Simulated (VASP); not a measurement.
# TlPt (P6/mmm) in VASP: notebook, part 2 of 2

VASP 6.6.1. The steps go on from the part before.

**5. Single point, PBE**

The input, INCAR:

```
PREC     = Accurate       # precision mode
ENCUT    = 520            # plane-wave cutoff, eV
EDIFF    = 1E-7           # SCF threshold, eV
ISMEAR   = -1             # smearing method
SIGMA    = 0.05           # smearing width, eV
LREAL    = F              # projectors in reciprocal space
LASPH    = T              # aspherical terms in the spheres
NELM     = 100            # most SCF steps
ALGO     = Fast           # electronic algorithm
ISIF     = 2              # what is computed and relaxed
LWAVE    = F              # write WAVECAR
LCHARG   = F              # write CHGCAR
GGA      = PE             # functional
NBANDS   = 44             # bands
```

The input, KPOINTS:

```
regular mesh
0
Gamma
  6 6 6
```

The input, POSCAR:

```
TlPt
1.0
    6.7515869804      0.0000000000      0.0000000000
   -3.3757934902      5.8470458409      0.0000000000
    0.0000000000      0.0000000000      3.8532046955
Tl Pt
3 3
Direct
    0.0000000000      0.5000000000      0.0000000000
    0.5000000000      0.5000000000      0.0000000000
    0.5000000000      0.0000000000      0.0000000000
    0.6666666667      0.3333333333      0.5000000000
    0.3333333333      0.6666666667      0.5000000000
    0.0000000000      0.0000000000      0.0000000000
```

Potentials or basis: VASP PAW PBE potentials, release 64 (Tl_d, Pt).

Run with:

```
> cat potpaw_PBE.64/Tl_d/POTCAR potpaw_PBE.64/Pt/POTCAR > POTCAR
> mpirun -np 1 vasp_std > vasp.out
```

OUTCAR:

```text
PREC = Accurate
   ENCUT = 520
   EDIFF = 1E-7
   ISMEAR = -1
   LREAL = F
   LASPH = T
   NELM = 100
   ISIF = 2
   GGA = PE

 ion  position               nearest neighbor table
   1  0.000  0.500  0.000-   4 2.74   5 2.74   4 2.74   5 2.74   2 3.38   2 3.38   6 3.38   6 3.38
                             3 3.38   3 3.38
   2  0.500  0.500  0.000-   4 2.74   5 2.74   4 2.74   5 2.74   1 3.38   1 3.38   6 3.38   3 3.38
                             3 3.38   6 3.38
   3  0.500  0.000  0.000-   4 2.74   5 2.74   4 2.74   5 2.74   6 3.38   6 3.38   1 3.38   2 3.38
                             2 3.38   1 3.38
[... 1338 lines left out ...]
  -------------------------------------------------------------------------------------
  Total       -0.0768632     -0.0768632     -0.1055061      0.0000000     -0.0000000      0.0000000
  in kB       -0.8095889     -0.8095889     -1.1112810      0.0000000     -0.0000000      0.0000000
  external PRESSURE =      -0.9101529 kB  Pullay stress =       0.0000000 kB

 VOLUME and BASIS-vectors are now :
 -----------------------------------------------------------------------------
  energy-cutoff  :      520.00
  volume of cell :      152.11
      direct lattice vectors                 reciprocal lattice vectors
     6.751586980  0.000000000  0.000000000     0.148113325  0.085513268  0.000000000
    -3.375793490  5.847045841  0.000000000     0.000000000  0.171026537  0.000000000
     0.000000000  0.000000000  3.853204696     0.000000000  0.000000000  0.259524235

 POSITION                                       TOTAL-FORCE (eV/Angst)
 -----------------------------------------------------------------------------------
     -1.68790      2.92352      0.00000         0.000000      0.000000      0.000000
      1.68790      2.92352      0.00000         0.000000      0.000000      0.000000
      3.37579      0.00000      0.00000         0.000000      0.000000      0.000000
      3.37579      1.94902      1.92660        -0.000000     -0.000000      0.000000
     -0.00000      3.89803      1.92660         0.000000      0.000000     -0.000000
      0.00000      0.00000      0.00000         0.000000      0.000000      0.000000
 -----------------------------------------------------------------------------------
    total drift:                               -0.000000      0.000000     -0.000000

  FREE ENERGIE OF THE ION-ELECTRON SYSTEM (eV)
  ---------------------------------------------------
  free  energy   TOTEN  =       -21.7902118669 eV

  energy  without entropy=      -21.7706826947  energy(sigma->0) =      -21.78044728
```

Run time: 4.8 min. Hardware: 1 thread of Oxide Virtual Turin-like, shared host; peak memory 0.31 GiB.

What came out:

* Free energy: -21.7902 eV
* Pressure: -0.1 GPa
* Band gap on the k mesh: zero (an odd number of electrons rules out a gap without spin polarisation)

Caveat: spin-orbit coupling is left out, which moves the levels of the heavy elements.

**6. Single point, PBE**

This run uses another cell than the first one, of 25.41 Å³/atom.

The input, INCAR:

```
  PREC = Accurate
  ENCUT = 520
  EDIFF = 1E-6
  ISMEAR = -1
  SIGMA = 0.05
  LREAL = False
  LASPH = True
  NELM = 80
  ALGO = Fast
  ISIF = 2
  LWAVE = False
  LCHARG = True
  GGA = PE
  LELF = True
  LVHAR = True
  NBANDS = 44
```

The input, KPOINTS:

```
Automatic mesh
0
Gamma
  6 6 6
```

Changes to POSCAR since step 5:

```diff
@@ -2,5 +2,5 @@
 1.0
-    6.7515869804      0.0000000000      0.0000000000
-   -3.3757934902      5.8470458409      0.0000000000
-    0.0000000000      0.0000000000      3.8532046955
+    6.7435878622      0.0000000000      0.0000000000
+   -3.3717939311      5.8401184013      0.0000000000
+    0.0000000000      0.0000000000      3.8706203256
 Tl Pt
```

Potentials or basis: VASP PAW PBE potentials, release 64 (Tl_d, Pt).

Run with:

```
> cat potpaw_PBE.64/Tl_d/POTCAR potpaw_PBE.64/Pt/POTCAR > POTCAR
> mpirun -np 1 vasp_std > vasp.out
```

Wall time 5.7 min (1 thread of Oxide Virtual Turin-like, shared host); peak memory 0.31 GiB.

The run converged. Its results:

```
Free energy            : -21.7895 eV
Pressure               : -0.3 GPa
Band gap on the k mesh : zero (an odd number of electrons rules out a gap without spin polarisation)
```

Stress tensor (GPa, compression positive):
```
-0.26  0.00  0.00
 0.00 -0.26  0.00
 0.00  0.00 -0.52
```

Levels at points of the mesh, in eV from the Fermi level:
```
           k point  band 30  band 31  band 32  band 33  band 34  band 35  band 36  band 37  band 38  band 39
(0.00, 0.00, 0.00)    -1.30    -0.59    -0.59    -0.49    -0.49    -0.37    -0.32    -0.32     2.26     5.82
(0.50, 0.00, 0.00)    -1.27    -1.27    -0.75    -0.64    -0.60     0.45     1.18     2.61     2.61     3.86
(0.00, 0.00, 0.50)    -0.93    -0.91    -0.91    -0.45     0.85     0.85     0.89     0.89     0.96     1.22
(0.50, 0.00, 0.50)    -1.47    -1.21    -1.15    -0.76    -0.61     0.39     0.54     0.92     2.46     2.61
```

Caveat: spin-orbit coupling is left out, which moves the levels of the heavy elements.

**7. Single point, PBE**

The input, INCAR:

```
SYSTEM = TlPt
PREC = Accurate
ENCUT = 520
EDIFF = 1E-6
ISMEAR = -1
SIGMA = 0.05
LREAL = .False.
LASPH = .True.
NELM = 60
ALGO = Fast
ISIF = 2
LWAVE = .False.
LCHARG = .True.
GGA = PE
LELF = .True.
LVHAR = .True.
NBANDS = 44
```

The input, KPOINTS:

```
regular mesh
0
Gamma
  6 6 6
  0 0 0
```

Changes to POSCAR since step 6:

```diff
@@ -2,5 +2,5 @@
 1.0
-    6.7435878622      0.0000000000      0.0000000000
-   -3.3717939311      5.8401184013      0.0000000000
-    0.0000000000      0.0000000000      3.8706203256
+    6.7481022629      0.0000000000      0.0000000000
+   -3.3740511315      5.8440279870      0.0000000000
+    0.0000000000      0.0000000000      3.8555262307
 Tl Pt
```

Potentials or basis: VASP PAW PBE potentials, release 64 (Tl_d, Pt).

Run with:

```
> cat potpaw_PBE.64/Tl_d/POTCAR potpaw_PBE.64/Pt/POTCAR > POTCAR
> mpirun -np 1 vasp_std > vasp.out
```

OUTCAR:

```text
SYSTEM = TlPt
   PREC = Accurate
   ENCUT = 520
   EDIFF = 1E-6
   ISMEAR = -1
   LREAL = .False.
   LASPH = .True.
   NELM = 60
   ISIF = 2
   GGA = PE

 ion  position               nearest neighbor table
   1  0.000  0.500  0.000-   4 2.74   5 2.74   4 2.74   5 2.74   3 3.37   3 3.37   2 3.37   2 3.37
                             6 3.37   6 3.37
   2  0.500  0.500  0.000-   4 2.74   5 2.74   4 2.74   5 2.74   6 3.37   6 3.37   1 3.37   1 3.37
                             3 3.37   3 3.37
   3  0.500  0.000  0.000-   4 2.74   5 2.74   4 2.74   5 2.74   1 3.37   1 3.37   6 3.37   6 3.37
                             2 3.37   2 3.37
   4  0.667  0.333  0.500-   1 2.74   1 2.74   3 2.74   3 2.74   2 2.74   2 2.74
   5  0.333  0.667  0.500-   1 2.74   1 2.74   3 2.74   3 2.74   2 2.74   2 2.74
   6  0.000  0.000  0.000-   2 3.37   2 3.37   3 3.37   3 3.37   1 3.37   1 3.37

  LATTYP: Found a hexagonal cell.
 ALAT       =     6.7481022629
 C/A-ratio  =     0.5713497040

  Lattice vectors:

 A1 = (   6.7481022629,   0.0000000000,   0.0000000000)
 A2 = (  -3.3740511315,   5.8440279870,   0.0000000000)
 A3 = (   0.0000000000,   0.0000000000,   3.8555262307)
[... 186 lines left out ...]
 cond. band min:       5.8779767008   @ k =   0.3333   0.1667   0.3333
 fundamental gap:      0.0467839706
 Fermi energy:         5.8375888470

 k-point     1 :       0.0000    0.0000    0.0000
  band No.  band energies     occupation
      1      -6.3615      2.00000
      2      -5.8835      2.00000
      3      -5.8835      2.00000
      4      -5.8329      2.00000
      5      -5.8329      2.00000
      6      -5.8246      2.00000
[... 1117 lines left out ...]
     43      11.9197      0.00000
     44      11.9673      0.00000

 [... further k-points ...]

------------------------ aborting loop because EDIFF is reached ----------------------------------------

  FORCE on cell =-STRESS in cart. coord.  units (eV):
  Direction    XX          YY          ZZ          XY          YZ          ZX
  --------------------------------------------------------------------------------------
  -------------------------------------------------------------------------------------
  Total       -0.0614660     -0.0614660     -0.1165456      0.0000000      0.0000000      0.0000000
  in kB       -0.6476915     -0.6476915     -1.2280867      0.0000000      0.0000000      0.0000000
  external PRESSURE =      -0.8411565 kB  Pullay stress =       0.0000000 kB

 VOLUME and BASIS-vectors are now :
 -----------------------------------------------------------------------------
  energy-cutoff  :      520.00
  volume of cell :      152.05
      direct lattice vectors                 reciprocal lattice vectors
     6.748102263  0.000000000  0.000000000     0.148189811  0.085557427  0.000000000
    -3.374051131  5.844027987  0.000000000     0.000000000  0.171114855  0.000000000
     0.000000000  0.000000000  3.855526231     0.000000000  0.000000000  0.259367967

 POSITION                                       TOTAL-FORCE (eV/Angst)
 -----------------------------------------------------------------------------------
     -1.68703      2.92201      0.00000        -0.000000      0.000000      0.000000
      1.68703      2.92201      0.00000         0.000000      0.000000      0.000000
      3.37405      0.00000      0.00000        -0.000000      0.000000      0.000000
      3.37405      1.94801      1.92776        -0.000000      0.000000      0.000000
     -0.00000      3.89602      1.92776         0.000000     -0.000000      0.000000
      0.00000      0.00000      0.00000        -0.000000      0.000000      0.000000
 -----------------------------------------------------------------------------------
    total drift:                               -0.000000      0.000000     -0.000000

  FREE ENERGIE OF THE ION-ELECTRON SYSTEM (eV)
  ---------------------------------------------------
  free  energy   TOTEN  =       -21.7902482835 eV

  energy  without entropy=      -21.7706761230  energy(sigma->0) =      -21.78046220
```

OSZICAR:

```text
N       E                     dE             d eps       ncg     rms          rms(c)
DAV:   1     0.424862207184E+03    0.42486E+03   -0.35277E+04  2504   0.146E+03
DAV:   2    -0.683893584325E+01   -0.43170E+03   -0.41542E+03  2668   0.337E+02
DAV:   3    -0.221067239290E+02   -0.15268E+02   -0.14913E+02  2764   0.546E+01
DAV:   4    -0.223075798831E+02   -0.20086E+00   -0.20043E+00  2796   0.622E+00
DAV:   5    -0.223109886642E+02   -0.34088E-02   -0.34084E-02  2688   0.811E-01    0.143E+01
RMM:   6    -0.219288967971E+02    0.38209E+00   -0.83784E-01  2492   0.432E+00    0.957E+00
RMM:   7    -0.220516543740E+02   -0.12276E+00   -0.84096E-01  2535   0.347E+00    0.528E+00
RMM:   8    -0.217946033164E+02    0.25705E+00   -0.30994E-01  2545   0.233E+00    0.122E+00
RMM:   9    -0.217914140591E+02    0.31893E-02   -0.46391E-02  2617   0.785E-01    0.318E-01
RMM:  10    -0.217902019632E+02    0.12121E-02   -0.48862E-03  2616   0.347E-01    0.865E-02
RMM:  11    -0.217902358088E+02   -0.33846E-04   -0.58454E-04  2735   0.958E-02    0.564E-02
RMM:  12    -0.217902441825E+02   -0.83737E-05   -0.11441E-04  2668   0.460E-02    0.183E-02
RMM:  13    -0.217902481580E+02   -0.39756E-05   -0.28681E-05  2579   0.202E-02    0.782E-03
RMM:  14    -0.217902482835E+02   -0.12544E-06   -0.59981E-06  2051   0.890E-03
   1 F= -.21790248E+02 E0= -.21780462E+02  d E =-.195722E-01
```

Wall time 5.5 min (1 thread of Oxide Virtual Turin-like, shared host); peak memory 0.31 GiB.

Results:

- Free energy: -21.7902 eV
- Pressure: -0.1 GPa
- Band gap on the k mesh: zero (an odd number of electrons rules out a gap without spin polarisation)

Caveat: spin-orbit coupling is left out, which moves the levels of the heavy elements.

**8. Overview**

| cell | further INCAR settings | gap on the mesh (eV) | pressure (GPa) |
| --- | --- | --- | --- |
| a = 6.748, b = 6.748, c = 3.854 Å, angles 90.0, 90.0, 120.0°, 6 atoms | ALGO = Fast; EDIFF = 1e-06; NBANDS = 44 | none | 0.0 |
| a = 6.754, b = 6.754, c = 3.846 Å, angles 90.0, 90.0, 120.0°, 6 atoms | ALGO = Fast; EDIFF = 1e-06; NBANDS = 44 | none | 0.0 |
| a = 6.730, b = 6.730, c = 3.860 Å, angles 90.0, 90.0, 120.0°, 6 atoms | ALGO = Fast; EDIFF = 1e-06; NBANDS = 44 | none | 0.1 |
| a = 6.752, b = 6.752, c = 3.853 Å, angles 90.0, 90.0, 120.0°, 6 atoms | ALGO = Fast; EDIFF = 1e-07; NBANDS = 44 | none | -0.1 |
| a = 6.744, b = 6.744, c = 3.871 Å, angles 90.0, 90.0, 120.0°, 6 atoms | ALGO = Fast; EDIFF = 1e-06; NBANDS = 44 | none | -0.3 |
| a = 6.748, b = 6.748, c = 3.856 Å, angles 90.0, 90.0, 120.0°, 6 atoms | ALGO = Fast; EDIFF = 1e-06; NBANDS = 44 | none | -0.1 |

Alike in all rows: task single point; level PBE; potentials or basis VASP PAW PBE potentials, release 64 (Tl_d, Pt); no spin polarisation; k mesh 6 × 6 × 6; cutoff (eV) 520; smearing fermi-dirac 0.05 eV.

Caveats: spin-orbit coupling is left out, which moves the levels of the heavy elements.

Absolute energies hang on the potentials; compare differences alone.

The gap in the log of VASP goes by the Fermi energy; the results here count the filled bands.